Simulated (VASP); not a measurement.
# Na (Fd-3m) in VASP: settings compared

Aim: see how the results for Na move with the level of theory and the settings. Levels: r2SCAN, r2SCAN0. Tasks: single point.

Everything below comes from runs of VASP 6.6.1. Logs are shortened: lines on timing, memory, paths and dates and some standing lists are left out, and cuts for length are marked.

### 1 The cell of the first run

Symmetry: Fd-3m, No. 227, cubic system. The conventional cell has a = 7.630 Å, b = 7.630 Å, c = 7.630 Å, α = 90.00°, β = 90.00°, γ = 90.00°. Na (site symmetry -43m) has 4 Na at 3.30 Å within 4.3 Å.

### 2 Single point, r2SCAN

POSCAR

```
Na
1.0
    0.0000000000      3.8149304438      3.8149304438
    3.8149304438      0.0000000000      3.8149304438
    3.8149304438      3.8149304438      0.0000000000
Na
2
Direct
    0.1250000000      0.1250000000      0.1250000000
    0.8750000000      0.8750000000      0.8750000000
```

INCAR.step1

```
SYSTEM = Na
ALGO     = Normal         ! electronic algorithm
EDIFF    = 1E-4           ! SCF threshold, eV
ENCUT    = 520            ! plane-wave cutoff, eV
GGA      = PE             ! functional
ISMEAR   = -1             ! smearing method
LASPH    = .True.         ! aspherical terms in the spheres
LCHARG   = .False.        ! write CHGCAR
LREAL    = .False.        ! projectors in reciprocal space
LWAVE    = .True.         ! write WAVECAR
NBANDS   = 14             ! bands
NELM     = 80             ! most SCF steps
PREC     = Accurate       ! precision mode
SIGMA    = 0.1            ! smearing width, eV
```

INCAR.step2

```
SYSTEM = Na
ALGO     = Normal         ! electronic algorithm
EDIFF    = 1E-6           ! SCF threshold, eV
ENCUT    = 520            ! plane-wave cutoff, eV
ISIF     = 2              ! what is computed and relaxed
ISMEAR   = -1             ! smearing method
ISTART   = 1            
LASPH    = .True.         ! aspherical terms in the spheres
LCHARG   = .False.        ! write CHGCAR
LMIXTAU  = .True.       
LREAL    = .False.        ! projectors in reciprocal space
LWAVE    = .False.        ! write WAVECAR
METAGGA  = R2SCAN         ! meta-GGA
NBANDS   = 14             ! bands
NELM     = 80             ! most SCF steps
PREC     = Accurate       ! precision mode
SIGMA    = 0.1            ! smearing width, eV
```

KPOINTS

```
k-points
0
Gamma
  4 4 4
  0 0 0
```

Potentials or basis: VASP PAW PBE potentials, release 64 (Na_pv).

Started as:

```console
$ cat potpaw_PBE.64/Na_pv/POTCAR > POTCAR
$ cp INCAR.step1 INCAR
$ mpirun -np 1 vasp_std > vasp.out
$ cp INCAR.step2 INCAR
$ mpirun -np 1 vasp_std > vasp.out
```

OUTCAR:

```text
SYSTEM = Na
   EDIFF = 1E-6
   ENCUT = 520
   ISIF = 2
   ISMEAR = -1
   ISTART = 1
   LASPH = .True.
   LREAL = .False.
   METAGGA = R2SCAN
   NELM = 80
   PREC = Accurate

 ion  position               nearest neighbor table
   1  0.125  0.125  0.125-
   2  0.875  0.875  0.875-

  LATTYP: Found a face centered cubic cell.
 ALAT       =     7.6298608876

  Lattice vectors:

 A1 = (   0.0000000000,   3.8149304438,   3.8149304438)
 A2 = (   3.8149304438,   0.0000000000,   3.8149304438)
 A3 = (   3.8149304438,   3.8149304438,   0.0000000000)

Analysis of symmetry for initial positions (statically):
=====================================================================
 Subroutine PRICEL returns:
 Original cell was already a primitive cell.

 Routine SETGRP: Setting up the symmetry group for a
 face centered cubic supercell.

 Subroutine GETGRP returns: Found 48 space group operations
 (whereof 12 operations were pure point group operations)
 out of a pool of 48 trial point group operations.

The static configuration has the point symmetry D_3d.
 The point group associated with its full space group is O_h .

Analysis of symmetry for dynamics (positions and initial velocities):
=====================================================================
 Subroutine PRICEL returns:
 Original cell was already a primitive cell.

 Routine SETGRP: Setting up the symmetry group for a
 face centered cubic supercell.

 Subroutine GETGRP returns: Found 48 space group operations
 (whereof 12 operations were pure point group operations)
 out of a pool of 48 trial point group operations.

The dynamic configuration has the point symmetry D_3d.
 The point group associated with its full space group is O_h .

 Subroutine INISYM returns: Found 48 space group operations
 (whereof 12 operations are pure point group operations),
 and found     1 'primitive' translations

----------------------------------------------------------------------------------------

                                     Primitive cell

  volume of cell :     111.0427

  direct lattice vectors                    reciprocal lattice vectors
     0.000000000  3.814930444  3.814930444    -0.131063989  0.131063989  0.131063989
     3.814930444  0.000000000  3.814930444     0.131063989 -0.131063989  0.131063989
     3.814930444  3.814930444  0.000000000     0.131063989  0.131063989 -0.131063989

  length of vectors
     5.395126373  5.395126373  5.395126373     0.227009487  0.227009487  0.227009487

  position of ions in fractional coordinates (direct lattice)
     0.125000000  0.125000000  0.125000000
     0.875000000  0.875000000  0.875000000

  ion indices of the primitive-cell ions
   primitive index   ion index
                 1           1
                 2           2

----------------------------------------------------------------------------------------

 KPOINTS: k-points

Automatic generation of k-mesh.
 Grid dimensions read from file:
 generate k-points for:    4    4    4

 Generating k-lattice:

  Cartesian coordinates                     Fractional coordinates (reciprocal lattice)
    -0.032765997  0.032765997  0.032765997     0.250000000  0.000000000  0.000000000
     0.032765997 -0.032765997  0.032765997     0.000000000  0.250000000  0.000000000
     0.032765997  0.032765997 -0.032765997     0.000000000  0.000000000  0.250000000

  Length of vectors
     0.056752372  0.056752372  0.056752372

  Shift w.r.t. Gamma in fractional coordinates (k-lattice)
     0.000000000  0.000000000  0.000000000

 Subroutine IBZKPT returns following result:
 ===========================================

 Found      8 irreducible k-points:

 Following reciprocal coordinates:
            Coordinates               Weight
  0.000000  0.000000  0.000000      1.000000
  0.250000  0.000000  0.000000      8.000000
  0.500000  0.000000  0.000000      4.000000
  0.250000  0.250000  0.000000      6.000000
  0.500000  0.250000  0.000000     24.000000
 -0.250000  0.250000  0.000000     12.000000
  0.500000  0.500000  0.000000      3.000000
 -0.250000  0.500000  0.250000      6.000000
   k-points           NKPTS =      8   k-points in BZ     NKDIM =      8   number of bands    NBANDS=     14
   number of dos      NEDOS =    301   number of ions     NIONS =      2
   total plane-waves  NPLWV =  64000
   dimension x,y,z NGX =    40 NGY =   40 NGZ =   40
   dimension x,y,z NGXF=    80 NGYF=   80 NGZF=   80
   ions per type =               2
   NGX,Y,Z   is equivalent  to a cutoff of  12.33, 12.33, 12.33 a.u.
   NGXF,Y,Z  is equivalent  to a cutoff of  24.65, 24.65, 24.65 a.u.
 SYSTEM =  Na
   PREC   = accura    normal or accurate (medium, high low for compatibility)
   ISTART =      1    job   : 0-new  1-cont  2-samecut
   ICHARG =      0    charge: 1-file 2-atom 10-const
   ISPIN  =      1    spin polarized calculation?
   LNONCOLLINEAR =      F non collinear calculations
   LSORBIT =      F    spin-orbit coupling
   LASPH  =      T    aspherical Exc in radial PAW
   ENCUT  =  520.0 eV  38.22 Ry    6.18 a.u.  10.03 10.03 10.03*2*pi/ulx,y,z
   NELM   =     80;   NELMIN=  2; NELMDL=  0     # of ELM steps
   EDIFF  = 0.1E-05   stopping-criterion for ELM
   LREAL  =      F    real-space projection
   EDIFFG = 0.1E-04   stopping-criterion for IOM
   NSW    =      0    number of steps for IOM
   IBRION =     -1    ionic relax: 0-MD 1-quasi-New 2-CG
   NFREE  =      0    steps in history (QN), initial steepest desc. (CG)
   ISIF   =      2    stress and relaxation
   ISYM   =      2    0-nonsym 1-usesym 2-fastsym
   POTIM  = 0.5000    time-step for ionic-motion
   TEBEG  =    0.0;   TEEND  =   0.0 temperature during run
   PSTRESS=    0.0 pullay stress
   NELECT =      14.0000    total number of electrons
   NUPDOWN=      -1.0000    fix difference up-down
   EMIN   =  10.00;   EMAX   =-10.00  energy-range for DOS
   EFERMI =   0.00;   METHOD = LEGACY
   ISMEAR =    -1;   SIGMA  =   0.10  broadening in eV -4-tet -1-fermi 0-gaus
   EFERMI_NEDOS =   21; number of points for ismear=-14 and -15
   IALGO  =     38    algorithm
   IMIX   =      4    mixing-type and parameters
     AMIX     =   0.40;   BMIX     =  1.00
     AMIX_MAG =   1.60;   BMIX_MAG =  1.00
  volume/ion in A,a.u.               =      55.52       374.68
  Fermi-wavevector in a.u.,A,eV,Ry     =   0.820895  1.551266  9.168537  0.673868
  Thomas-Fermi vector in A             =   1.931958
   LORBIT       =      0    0 simple, 1 ext, 2 COOP (PROOUT), +10 PAW based schemes
   METAGGA = R2SCAN    functional components
   LHFCALC =     F    Hartree Fock is set to
   AEXX    =    0.0000 exact exchange contribution
   IVDW    =     0    specifies the selected vdW correction
   LEPSILON=     F    determine dielectric tensor
   LRPA    =     F    only Hartree local field effects (RPA)
 non-spin polarized calculation
  energy-cutoff  :      520.00
  volume of cell :      111.04
 maximum number of plane-waves:      3028
   NGX = 21   NGY = 21   NGZ = 21

 number of electron      13.9999989 magnetization

 Free energy of the ion-electron system (eV)
  ---------------------------------------------------
  ext. energy  EPLUGINS =         0.00000000
  ---------------------------------------------------
  free energy    TOTEN  =        -6.39094290 eV

  energy without entropy =       -6.37063640  energy(sigma->0) =       -6.38078965

 E-fermi :  -0.4358     XC(G=0):  -5.8134

 val. band max:       -0.5393687947   @ k =   0.5000   0.5000   0.0000
 cond. band min:      -0.0772765839   @ k =  -0.2500   0.5000   0.2500
 fundamental gap:      0.4620922107
 Fermi energy:        -0.4357775526

 k-point     1 :       0.0000    0.0000    0.0000
  band No.  band energies     occupation
      1     -27.2554      2.00000
      2     -27.2551      2.00000
      3     -27.2551      2.00000
      4     -27.2241      2.00000
      5     -27.2238      2.00000
      6     -27.2238      2.00000
      7      -3.3512      2.00000
      8       4.2568      0.00000
      9       4.2568      0.00000
     10       4.2572      0.00000
     11       4.6338      0.00000
     12       4.6338      0.00000
     13       4.6341      0.00000
     14       6.8326      0.00000

 k-point     2 :       0.2500    0.0000    0.0000
  band No.  band energies     occupation
      1     -27.2571      2.00000
      2     -27.2568      2.00000
      3     -27.2547      2.00000
      4     -27.2247      2.00000
      5     -27.2224      2.00000
      6     -27.2221      2.00000
      7      -2.8151      2.00000
      8       1.3655      0.00000
      9       3.5973      0.00000
     10       3.5976      0.00000
     11       4.9937      0.00000
     12       5.0646      0.00000
     13       5.0648      0.00000
     14       6.4719      0.00000

 k-point     3 :       0.5000    0.0000    0.0000
  band No.  band energies     occupation
      1     -27.2587      2.00000
      2     -27.2584      2.00000
      3     -27.2543      2.00000
      4     -27.2255      2.00000
      5     -27.2209      2.00000
      6     -27.2206      2.00000
      7      -1.4139      1.99989
      8      -1.0067      1.99339
      9       3.4900      0.00000
     10       3.4903      0.00000
     11       4.2899      0.00000
     12       4.2900      0.00000
     13       4.9909      0.00000
     14       5.7298      0.00000
[... 52 lines left out ...]
 k-point     7 :       0.5000    0.5000    0.0000
  band No.  band energies     occupation
      1     -27.2620      2.00000
      2     -27.2618      2.00000
      3     -27.2400      2.00000
      4     -27.2400      2.00000
      5     -27.2177      2.00000
      6     -27.2175      2.00000
      7      -0.5395      1.47663
      8      -0.5394      1.47612
      9       1.8962      0.00000
     10       1.8964      0.00000
     11       2.7203      0.00000
     12       2.7205      0.00000
     13       9.4781      0.00000
     14       9.4784      0.00000

 k-point     8 :      -0.2500    0.5000    0.2500
  band No.  band energies     occupation
      1     -27.2621      2.00000
      2     -27.2619      2.00000
      3     -27.2399      2.00000
      4     -27.2399      2.00000
      5     -27.2177      2.00000
      6     -27.2175      2.00000
      7      -0.0773      0.05398
      8      -0.0771      0.05389
      9       0.4463      0.00030
     10       0.4463      0.00030
     11       5.3677      0.00000
     12       5.3678      0.00000
     13       5.9888      0.00000
     14       5.9889      0.00000

------------------------ aborting loop because EDIFF is reached ----------------------------------------

  FORCE on cell =-STRESS in cart. coord.  units (eV):
  Direction    XX          YY          ZZ          XY          YZ          ZX
  --------------------------------------------------------------------------------------
  -------------------------------------------------------------------------------------
  Total       -0.1073735     -0.1073735     -0.1073735      0.0000000     -0.0000000     -0.0000000
  in kB       -1.5492370     -1.5492370     -1.5492370      0.0000000     -0.0000000     -0.0000000
  external PRESSURE =      -1.5492370 kB  Pullay stress =       0.0000000 kB

 VOLUME and BASIS-vectors are now :
 -----------------------------------------------------------------------------
  energy-cutoff  :      520.00
  volume of cell :      111.04
      direct lattice vectors                 reciprocal lattice vectors
     0.000000000  3.814930444  3.814930444    -0.131063989  0.131063989  0.131063989
     3.814930444  0.000000000  3.814930444     0.131063989 -0.131063989  0.131063989
     3.814930444  3.814930444  0.000000000     0.131063989  0.131063989 -0.131063989

 POSITION                                       TOTAL-FORCE (eV/Angst)
 -----------------------------------------------------------------------------------
      0.95373      0.95373      0.95373         0.000000     -0.000000     -0.000000
      6.67613      6.67613      6.67613        -0.000000      0.000000      0.000000
 -----------------------------------------------------------------------------------
    total drift:                                0.000000      0.000000     -0.000000

  FREE ENERGIE OF THE ION-ELECTRON SYSTEM (eV)
  ---------------------------------------------------
  free  energy   TOTEN  =        -6.3909428999 eV

  energy  without entropy=       -6.3706364009  energy(sigma->0) =       -6.38078965
```

Run time: 2.3 min. Hardware: 1 thread of AMD EPYC 7R43 (Zen 3), shared host; peak memory 0.2 GiB.

Results:

```
Free energy            : -6.3909 eV
Pressure               : -0.2 GPa
Band gap on the k mesh : zero (band 7 reaches -0.08 eV, above the bottom of band 8 at -1.01 eV)
```

Caveat: the PAW data sets were made with another functional, which shifts forces and pressure a little.

### 3 Single point, r2SCAN0

POSCAR is that of step 2.

INCAR.step1

```
SYSTEM = Na
PREC     = Accurate       ! precision mode
ENCUT    = 520            ! plane-wave cutoff, eV
EDIFF    = 1E-5           ! SCF threshold, eV
ISMEAR   = -1             ! smearing method
SIGMA    = 0.1            ! smearing width, eV
LREAL    = .FALSE.        ! projectors in reciprocal space
LASPH    = .TRUE.         ! aspherical terms in the spheres
NELM     = 100            ! most SCF steps
ALGO     = Normal         ! electronic algorithm
ISIF     = 2              ! what is computed and relaxed
LWAVE    = .TRUE.         ! write WAVECAR
NBANDS   = 14             ! bands
GGA      = PE             ! functional
```

INCAR.step2

```
SYSTEM = Na
PREC     = Accurate       ! precision mode
ENCUT    = 520            ! plane-wave cutoff, eV
EDIFF    = 1E-6           ! SCF threshold, eV
ISMEAR   = -1             ! smearing method
SIGMA    = 0.1            ! smearing width, eV
LREAL    = .FALSE.        ! projectors in reciprocal space
LASPH    = .TRUE.         ! aspherical terms in the spheres
NELM     = 100            ! most SCF steps
ALGO     = Normal         ! electronic algorithm
ISIF     = 2              ! what is computed and relaxed
LWAVE    = .FALSE.        ! write WAVECAR
LCHARG   = .TRUE.         ! write CHGCAR
METAGGA  = R2SCAN         ! meta-GGA
LHFCALC  = .TRUE.         ! exact exchange
AEXX     = 0.25           ! exact-exchange fraction
LMIXTAU  = .TRUE.       
PRECFOCK = Normal       
LELF     = .TRUE.         ! ELF
LVHAR    = .TRUE.       
NBANDS   = 14             ! bands
ISTART   = 1
```

KPOINTS

```
Automatic mesh
0
G
  4 4 4
  0 0 0
```

Potentials or basis: VASP PAW PBE potentials, release 64 (Na_pv).

Started as:

```console
$ cat potpaw_PBE.64/Na_pv/POTCAR > POTCAR
$ cp INCAR.step1 INCAR
$ mpirun -np 1 vasp_std > vasp.out
$ cp INCAR.step2 INCAR
$ mpirun -np 1 vasp_std > vasp.out
```

Run time: 31 min. Hardware: 1 thread of AMD EPYC 7R43 (Zen 3), shared host; peak memory 0.24 GiB.

It converged, with:

| Quantity | Value |
| --- | --- |
| Free energy | -5.8748 eV |
| Pressure | -0.3 GPa |
| Band gap on the k mesh | zero (band 7 reaches 0.25 eV, above the bottom of band 8 at -1.33 eV) |

Levels at points of the mesh, in eV from the Fermi level:
```tsv
k point	band 4	band 5	band 6	band 7	band 8	band 9	band 10	band 11
(0.00, 0.00, 0.00)	-29.82	-29.82	-29.82	-3.64	5.45	5.45	5.45	5.79
(0.50, 0.00, 0.00)	-29.82	-29.81	-29.81	-1.26	-0.77	4.69	4.69	5.41
(0.50, 0.50, 0.00)	-29.83	-29.81	-29.81	-0.16	-0.16	3.02	3.02	3.73
```

Caveat: the PAW data sets were made with another functional, which shifts forces and pressure a little.
